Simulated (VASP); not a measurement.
Set up this calculation in VASP 6.6.1, as the native input.

* Task: single point
* Functional: PBE
* Potentials or basis: VASP PAW PBE potentials, release 64 (Sn_d, Se)
* Cutoff: 520 eV
* k mesh: 6 × 6 × 6
* Occupations: fermi-dirac, width 0.02 eV
* Spin: no spin polarisation
* Dipole correction: no
* Further INCAR settings: ALGO = Normal; EDIFF = 1e-06; NBANDS = 24

The structure of SnSe3 lies in POSCAR:

```
SnSe3
1.0
    0.0000000000      3.5504410342      3.5504410342
    3.5504410342      0.0000000000      3.5504410342
    3.5504410342      3.5504410342      0.0000000000
Sn Se
1 3
Direct
    0.0000000000      0.0000000000      0.0000000000
    0.5000000000      0.5000000000      0.5000000000
    0.2500000000      0.2500000000      0.2500000000
    0.7500000000      0.7500000000      0.7500000000
```

These files were run (other wordings do the same):

INCAR

```
SYSTEM = SnSe3
PREC = Accurate
ENCUT = 520
EDIFF = 1E-6
ISMEAR = -1
SIGMA = 0.02
LREAL = .False.
LASPH = .True.
NELM = 60
ALGO = Normal
ISIF = 2
LWAVE = .False.
LCHARG = .False.
GGA = PE
NBANDS = 24
```

KPOINTS

```
regular mesh
0
Gamma
  6 6 6
  0 0 0
```

Potentials or basis: VASP PAW PBE potentials, release 64 (Sn_d, Se).

The run is started by

```sh
$ cat potpaw_PBE.64/Sn_d/POTCAR potpaw_PBE.64/Se/POTCAR > POTCAR
$ mpirun -np 1 vasp_std > vasp.out
```

Results of the run:

```yaml
Pressure: 0.0 GPa
Band_gap_on_the_k_mesh: zero (band 16 reaches 6.31 eV, above the bottom of band 17 at 4.23 eV)
```

Caveat: spin-orbit coupling is left out, which moves the levels of the heavy elements.

It took 41 s on 1 thread of Intel(R) Xeon(R) Platinum 8259CL CPU @ 2.50GHz (Skylake/Cascade Lake), on a shared host, peak memory 0.25 GiB.
